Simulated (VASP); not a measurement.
# TiSi16 (a cell with a defect) in VASP: a series of runs

Runs on TiSi16 (a cell with a defect). Level: PBEsol. Tasks: single point.

Program: VASP 6.6.1. These are calculated values, not measurements. Logs are shortened: lines on timing, memory, paths and dates and some standing lists are left out, and cuts for length are marked.

### Step 1. The cell of the first run

The cell holds a defect, 17 atoms: a = 7.679 Å, b = 7.679 Å, c = 7.679 Å, α = 60.00°, β = 60.00°, γ = 60.00°.

### Step 2. Single point, PBEsol

INCAR reads:

```
SYSTEM = TiSi16
PREC = Accurate ; ENCUT = 520
EDIFF = 1E-7 ; ISMEAR = -1
SIGMA = 0.05 ; LREAL = Auto
LASPH = .TRUE. ; NELM = 60
ALGO = Normal ; ISIF = 2
LWAVE = .FALSE. ; LCHARG = .FALSE.
GGA = PS ; NBANDS = 52
```

KPOINTS reads:

```
regular mesh
0
G
  2 2 2
  0 0 0
```

POSCAR reads:

```
TiSi16
1.0
    0.0000000000      5.4300000000      5.4300000000
    5.4300000000      0.0000000000      5.4300000000
    5.4300000000      5.4300000000      0.0000000000
Si Ti
16 1
Direct
   -0.0057880295     -0.0053349908      0.0139462247
    0.1269036832      0.1272222836      0.1192095764
    0.0085283610      0.0080675875      0.4932038674
    0.1190129834      0.1187544199      0.6426358195
    0.0138867403      0.5005489871     -0.0173666667
    0.1270091160      0.6241255064      0.1193087477
    0.0085439227      0.4893262431      0.4933221915
    0.1483213628      0.6234252302      0.6039756906
    0.5002306630      0.0141787293     -0.0173518416
    0.6236557090      0.1274439227      0.1193511050
    0.4895588398      0.0083247698      0.4933715470
    0.6238557090      0.1479374770      0.6040231123
    0.5003947514      0.5008413444     -0.0173034070
    0.6317621547      0.6322069061      0.1016126151
    0.5122735727      0.5118509208      0.4636573665
    0.6238848987      0.6236909761      0.6041574586
    0.7605566298      0.7603013812      0.7180654696
```

Potentials or basis: VASP PAW PBE potentials, release 64 (Si, Ti_sv).

Command:

```sh
cat potpaw_PBE.64/Si/POTCAR potpaw_PBE.64/Ti_sv/POTCAR > POTCAR
mpirun -np 1 vasp_std > vasp.out
```

OUTCAR:

```text
SYSTEM = TiSi16
   PREC = Accurate
   ENCUT = 520
   EDIFF = 1E-7
   ISMEAR = -1
   LREAL = Auto
   LASPH = .TRUE.
   NELM = 60
   ISIF = 2
   GGA = PS

 ion  position               nearest neighbor table
   1  0.994  0.995  0.014-   2 2.33   6 2.33  10 2.33   4 2.33
   2  0.127  0.127  0.119-   1 2.33   9 2.34   5 2.34   3 2.35
   3  0.009  0.008  0.493-   4 2.33   2 2.35   8 2.41  12 2.41  17 2.70
   4  0.119  0.119  0.643-   1 2.33  11 2.33   7 2.33   3 2.33
   5  0.014  0.501  0.983-   2 2.34   6 2.34   8 2.37  14 2.40  17 2.81
   6  0.127  0.624  0.119-   1 2.33   5 2.34  13 2.34   7 2.35
   7  0.009  0.489  0.493-   4 2.33   6 2.35   8 2.41  16 2.41  17 2.70
   8  0.148  0.623  0.604-  15 2.29   5 2.37   7 2.41   3 2.41  17 2.43
   9  0.500  0.014  0.983-   2 2.34  10 2.34  12 2.37  14 2.40  17 2.82
  10  0.624  0.127  0.119-   1 2.33  13 2.34   9 2.34  11 2.35
  11  0.490  0.008  0.493-   4 2.33  10 2.35  12 2.41  16 2.41  17 2.70
  12  0.624  0.148  0.604-  15 2.29   9 2.37  11 2.41   3 2.41  17 2.43
  13  0.500  0.501  0.983-   6 2.34  10 2.34  16 2.37  14 2.39  17 2.82
  14  0.632  0.632  0.102-  15 2.27  13 2.39   9 2.40   5 2.40  17 2.40
  15  0.512  0.512  0.464-  14 2.27  12 2.29   8 2.29  16 2.29
  16  0.624  0.624  0.604-  15 2.29  13 2.37  11 2.41   7 2.41  17 2.43
  17  0.761  0.760  0.718-  14 2.40  16 2.43  12 2.43   8 2.43  11 2.70   7 2.70   3 2.70   5 2.81
                             9 2.82  13 2.82

  LATTYP: Found a face centered cubic cell.
 ALAT       =    10.8600000000

  Lattice vectors:

 A1 = (   0.0000000000,   5.4300000000,   5.4300000000)
 A2 = (   5.4300000000,   0.0000000000,   5.4300000000)
 A3 = (   5.4300000000,   5.4300000000,   0.0000000000)

Analysis of symmetry for initial positions (statically):
=====================================================================
 Subroutine PRICEL returns:
 Original cell was already a primitive cell.

 Routine SETGRP: Setting up the symmetry group for a
 face centered cubic supercell.

 Subroutine GETGRP returns: Found  1 space group operations
 (whereof  1 operations were pure point group operations)
 out of a pool of 48 trial point group operations.

The static configuration has the point symmetry C_1 .

Analysis of symmetry for dynamics (positions and initial velocities):
=====================================================================
 Subroutine PRICEL returns:
 Original cell was already a primitive cell.

 Routine SETGRP: Setting up the symmetry group for a
 face centered cubic supercell.

 Subroutine GETGRP returns: Found  1 space group operations
[... 123 lines left out ...]
   ISYM   =      2    0-nonsym 1-usesym 2-fastsym
   POTIM  = 0.5000    time-step for ionic-motion
   TEBEG  =    0.0;   TEEND  =   0.0 temperature during run
   PSTRESS=    0.0 pullay stress
   NELECT =      76.0000    total number of electrons
   NUPDOWN=      -1.0000    fix difference up-down
   EMIN   =  10.00;   EMAX   =-10.00  energy-range for DOS
   EFERMI =   0.00;   METHOD = LEGACY
   ISMEAR =    -1;   SIGMA  =   0.05  broadening in eV -4-tet -1-fermi 0-gaus
   EFERMI_NEDOS =   21; number of points for ismear=-14 and -15
   IALGO  =     38    algorithm
   IMIX   =      4    mixing-type and parameters
     AMIX     =   0.40;   BMIX     =  1.00
     AMIX_MAG =   1.60;   BMIX_MAG =  1.00
  volume/ion in A,a.u.               =      18.84       127.11
  Fermi-wavevector in a.u.,A,eV,Ry     =   1.013607  1.915439 13.978610  1.027399
  Thomas-Fermi vector in A             =   2.146786
   LORBIT       =      0    0 simple, 1 ext, 2 COOP (PROOUT), +10 PAW based schemes
   GGA     = PS    functional components
   LHFCALC =     F    Hartree Fock is set to
   AEXX    =    0.0000 exact exchange contribution
   IVDW    =     0    specifies the selected vdW correction
   LEPSILON=     F    determine dielectric tensor
   LRPA    =     F    only Hartree local field effects (RPA)
 non-spin polarized calculation
  energy-cutoff  :      520.00
  volume of cell :      320.21
 maximum number of plane-waves:      8646
 NGX is ok and might be reduce to    60
   NGX = 29   NGY = 29   NGZ = 29

 number of electron      76.0000001 magnetization

 Free energy of the ion-electron system (eV)
  ---------------------------------------------------
  ext. energy  EPLUGINS =         0.00000000
  ---------------------------------------------------
  free energy    TOTEN  =       -98.30349517 eV

  energy without entropy =      -98.21765928  energy(sigma->0) =      -98.26057723

 E-fermi :   6.7912     XC(G=0):  -9.8840

 val. band max:        6.7858856405   @ k =   0.5000   0.0000   0.5000
 cond. band min:       6.7972009376   @ k =   0.5000   0.5000   0.5000
 fundamental gap:      0.0113152971
 Fermi energy:         6.7911746799

 k-point     1 :       0.0000    0.0000    0.0000
  band No.  band energies     occupation
      1     -49.7097      2.00000
      2     -26.1894      2.00000
      3     -26.1886      2.00000
      4     -26.1838      2.00000
      5      -5.7816      2.00000
      6      -3.5557      2.00000
[... 413 lines left out ...]
     49       9.7554      0.00000
     50      10.4055      0.00000
 [bands above 50 left out]

------------------------ aborting loop because EDIFF is reached ----------------------------------------

  FORCE on cell =-STRESS in cart. coord.  units (eV):
  Direction    XX          YY          ZZ          XY          YZ          ZX
  --------------------------------------------------------------------------------------
  -------------------------------------------------------------------------------------
  Total        3.8963830      3.9231549      3.8448386     -0.0001703      0.0042118      0.0112535
  in kB       19.4958755     19.6298305     19.2379684     -0.0008523      0.0210741      0.0563078
  external PRESSURE =      19.4545581 kB  Pullay stress =       0.0000000 kB

 VOLUME and BASIS-vectors are now :
 -----------------------------------------------------------------------------
  energy-cutoff  :      520.00
  volume of cell :      320.21
      direct lattice vectors                 reciprocal lattice vectors
     0.000000000  5.430000000  5.430000000    -0.092081031  0.092081031  0.092081031
     5.430000000  0.000000000  5.430000000     0.092081031 -0.092081031  0.092081031
     5.430000000  5.430000000  0.000000000     0.092081031  0.092081031 -0.092081031

 POSITION                                       TOTAL-FORCE (eV/Angst)
 -----------------------------------------------------------------------------------
      5.47676      5.47430     10.79960        -0.056758     -0.056303      0.058510
      1.33812      1.33639      1.37990        -0.034771     -0.032160      0.014820
      2.72190      2.72441      0.09012        -0.048662     -0.050163     -0.033145
      4.13435      4.13575      1.29108        -0.056736     -0.058945      0.052117
      8.05368      5.41110      2.79339        -0.013832     -0.008975      0.018053
      4.03685      1.33751      4.07866        -0.012283     -0.034859      0.042735
[... 9 lines left out ...]
      6.66722      6.66827      6.77434        -0.008669     -0.009662      0.095725
      8.02753      8.02892      8.25826         0.252338      0.249046     -0.242451
 -----------------------------------------------------------------------------------
    total drift:                                0.002103      0.002698      0.003584

  FREE ENERGIE OF THE ION-ELECTRON SYSTEM (eV)
  ---------------------------------------------------
  free  energy   TOTEN  =       -98.3034951666 eV

  energy  without entropy=      -98.2176592838  energy(sigma->0) =      -98.26057723
```

OSZICAR:

```text
N       E                     dE             d eps       ncg     rms          rms(c)
DAV:   1     0.334601916881E+03    0.33460E+03   -0.30851E+04   848   0.126E+03
DAV:   2    -0.640841975440E+02   -0.39869E+03   -0.38083E+03   948   0.246E+02
DAV:   3    -0.990525035962E+02   -0.34968E+02   -0.33911E+02  1216   0.664E+01
DAV:   4    -0.101504563346E+03   -0.24521E+01   -0.24210E+01  1296   0.152E+01
DAV:   5    -0.101562004609E+03   -0.57441E-01   -0.57288E-01  1080   0.215E+00    0.191E+01
DAV:   6    -0.100472727305E+03    0.10893E+01   -0.15868E+01  1140   0.196E+01    0.142E+01
DAV:   7    -0.991857460704E+02    0.12870E+01   -0.20241E+01  1120   0.230E+01    0.950E+00
DAV:   8    -0.983947921198E+02    0.79095E+00   -0.14916E+00  1028   0.580E+00    0.286E+00
DAV:   9    -0.983017331405E+02    0.93059E-01   -0.47446E-01  1280   0.285E+00    0.569E-01
DAV:  10    -0.983029407156E+02   -0.12076E-02   -0.18401E-02  1020   0.516E-01    0.418E-01
DAV:  11    -0.983036456442E+02   -0.70493E-03   -0.33646E-03  1000   0.247E-01    0.207E-01
DAV:  12    -0.983034803433E+02    0.16530E-03   -0.10475E-03  1108   0.167E-01    0.530E-02
DAV:  13    -0.983034957188E+02   -0.15375E-04   -0.86310E-05   992   0.409E-02    0.163E-02
DAV:  14    -0.983034950654E+02    0.65343E-06   -0.15475E-05  1004   0.138E-02    0.546E-03
DAV:  15    -0.983034953892E+02   -0.32376E-06   -0.14846E-06  1088   0.536E-03    0.228E-03
DAV:  16    -0.983034951647E+02    0.22449E-06   -0.11409E-07   632   0.165E-03    0.960E-04
DAV:  17    -0.983034951666E+02   -0.19199E-08   -0.38906E-08   536   0.902E-04
   1 F= -.98303495E+02 E0= -.98260577E+02  d E =-.858359E-01
```

It took 2.4 min on 1 thread of Intel Xeon 6975P-C (Granite Rapids), shared host; peak memory 0.5 GiB.

Results:

| Quantity | Value |
| --- | --- |
| Free energy | -98.3035 eV |
| Pressure | 1.9 GPa |
| Largest force | 0.430 eV/Å |
| Band gap on the k mesh | zero (bands 38 and 39 overlap by 0.32 eV) |

Forces in eV/Å, atoms in the order of the input:
```
Si  -0.057 -0.056  0.059
Si  -0.035 -0.032  0.015
Si  -0.049 -0.050 -0.033
Si  -0.057 -0.059  0.052
Si  -0.014 -0.009  0.018
Si  -0.012 -0.035  0.043
Si   0.028 -0.044  0.045
Si   0.011 -0.112 -0.014
Si  -0.011 -0.013  0.018
Si  -0.039 -0.011  0.044
Si  -0.043  0.026  0.044
Si  -0.110  0.005 -0.012
Si  -0.013 -0.012  0.014
Si   0.101  0.104 -0.097
Si   0.057  0.058 -0.049
Si  -0.009 -0.010  0.096
Ti   0.252  0.249 -0.242
```

Levels at points of the mesh, in eV from the Fermi level:
| k point | band 34 | band 35 | band 36 | band 37 | band 38 | band 39 | band 40 | band 41 | band 42 | band 43 |
| --- | --- | --- | --- | --- | --- | --- | --- | --- | --- | --- |
| (0.00, 0.00, 0.00) | -0.94 | -0.94 | -0.93 | -0.45 | -0.32 | -0.31 | -0.08 | -0.07 | 0.23 | 0.87 |
| (0.50, 0.00, 0.00) | -1.87 | -1.29 | -1.25 | -0.21 | 0.01 | 0.21 | 0.39 | 0.51 | 0.77 | 1.24 |
| (0.00, 0.50, 0.00) | -1.87 | -1.29 | -1.25 | -0.21 | 0.01 | 0.21 | 0.39 | 0.51 | 0.77 | 1.24 |
| (0.00, 0.00, 0.50) | -1.90 | -1.27 | -1.27 | -0.31 | -0.04 | -0.04 | 0.53 | 0.53 | 0.93 | 1.19 |
| (0.50, 0.50, 0.50) | -1.87 | -1.29 | -1.25 | -0.22 | 0.01 | 0.21 | 0.40 | 0.50 | 0.77 | 1.24 |
| (0.50, 0.50, 0.00) | -1.92 | -1.90 | -1.77 | -0.65 | -0.01 | 0.56 | 0.69 | 1.11 | 1.34 | 1.64 |
| (0.00, 0.50, 0.50) | -1.92 | -1.90 | -1.77 | -0.65 | -0.01 | 0.57 | 0.69 | 1.11 | 1.34 | 1.63 |
| (0.50, 0.00, 0.50) | -1.92 | -1.90 | -1.77 | -0.64 | -0.01 | 0.57 | 0.69 | 1.11 | 1.34 | 1.63 |

Caveat: the k points lie up to 0.50 Å⁻¹ apart; the PAW data sets were made with another functional, which shifts forces and pressure a little.

### Step 3. Single point, PBEsol

INCAR reads:

```
  ALGO = Normal
  EDIFF = 1E-6
  ENCUT = 520
  GGA = PS
  ISIF = 2
  ISMEAR = -1
  LASPH = T
  LCHARG = F
  LREAL = Auto
  LWAVE = F
  NBANDS = 52
  NELM = 100
  PREC = Accurate
  SIGMA = 0.05
```

KPOINTS reads:

```
k-points
0
Gamma
  2 2 2
```

POSCAR reads:

```
TiSi16
1.0
    0.0000000000      5.4300000000      5.4300000000
    5.4300000000      0.0000000000      5.4300000000
    5.4300000000      5.4300000000      0.0000000000
Si Ti
16 1
Direct
   -0.0101079190     -0.0096541436      0.0249193370
    0.1261581031      0.1265614180      0.1230938306
    0.0105992634      0.0100272560      0.4955826888
    0.1150283610      0.1146530387      0.6532267035
    0.0129405157      0.5002329650     -0.0177858195
    0.1261164825      0.6196424494      0.1232794659
    0.0103150092      0.4815671271      0.4957993554
    0.1561112339      0.6173104972      0.6068561694
    0.4998164825      0.0133174033     -0.0176579190
    0.6191678637      0.1265833333      0.1233643646
    0.4821197053      0.0098968692      0.4958854512
    0.6179279006      0.1554417127      0.6070448435
    0.4997540516      0.5002089319     -0.0173682320
    0.6376011971      0.6380857274      0.0818984346
    0.5160928177      0.5155197053      0.4508670350
    0.6177733886      0.6174286372      0.6074525783
    0.7765736648      0.7760232044      0.6693670350
```

Potentials or basis: VASP PAW PBE potentials, release 64 (Si, Ti_sv).

Command:

```sh
cat potpaw_PBE.64/Si/POTCAR potpaw_PBE.64/Ti_sv/POTCAR > POTCAR
mpirun -np 1 vasp_std > vasp.out
```

Wall time 2.3 min (1 thread of Intel Xeon 6975P-C (Granite Rapids), shared host); peak memory 0.49 GiB.

The run converged. Its results:

```yaml
Free_energy: -97.7511 eV
Pressure: 2.3 GPa
Largest_force: 2.186 eV/Å
Band_gap_on_the_k_mesh: zero (bands 38 and 39 overlap by 0.26 eV)
```

Forces on the atoms (eV/Å):
```
Si  -0.068 -0.068  0.067
Si  -0.059 -0.056  0.035
Si  -0.120 -0.118 -0.087
Si  -0.045 -0.035  0.053
Si  -0.125 -0.014  0.127
Si  -0.033 -0.060  0.066
Si   0.074 -0.105  0.109
Si  -0.095 -0.309  0.094
Si  -0.018 -0.120  0.124
Si  -0.065 -0.031  0.068
Si  -0.097  0.064  0.098
Si  -0.297 -0.108  0.106
Si  -0.114 -0.112  0.023
Si   0.003  0.002 -0.003
Si  -0.080 -0.069  0.094
Si  -0.127 -0.126  0.281
Ti   1.265  1.266 -1.256
```

Stress tensor (GPa, compression positive):
```
 2.32 -0.29  0.31
-0.29  2.33  0.31
 0.31  0.31  2.28
```

Levels at points of the mesh, in eV from the Fermi level:
```
           k point  band 34  band 35  band 36  band 37  band 38  band 39  band 40  band 41
(0.00, 0.00, 0.00)    -1.05    -1.05    -0.70    -0.58    -0.25    -0.25    -0.06    -0.06
(0.50, 0.00, 0.00)    -1.69    -1.27    -1.27    -0.16     0.02     0.12     0.44     0.62
(0.00, 0.50, 0.00)    -1.69    -1.27    -1.27    -0.16     0.02     0.12     0.44     0.62
(0.00, 0.00, 0.50)    -2.01    -1.27    -1.27    -0.23    -0.12    -0.12     0.66     0.68
(0.50, 0.50, 0.50)    -1.69    -1.27    -1.27    -0.16     0.02     0.13     0.44     0.62
(0.50, 0.50, 0.00)    -1.95    -1.86    -1.74    -0.39     0.01     0.41     0.86     1.06
(0.00, 0.50, 0.50)    -1.95    -1.86    -1.74    -0.39     0.02     0.42     0.85     1.05
(0.50, 0.00, 0.50)    -1.95    -1.86    -1.74    -0.38     0.02     0.42     0.85     1.05
```

Caveat: the k points lie up to 0.50 Å⁻¹ apart; the PAW data sets were made with another functional, which shifts forces and pressure a little.
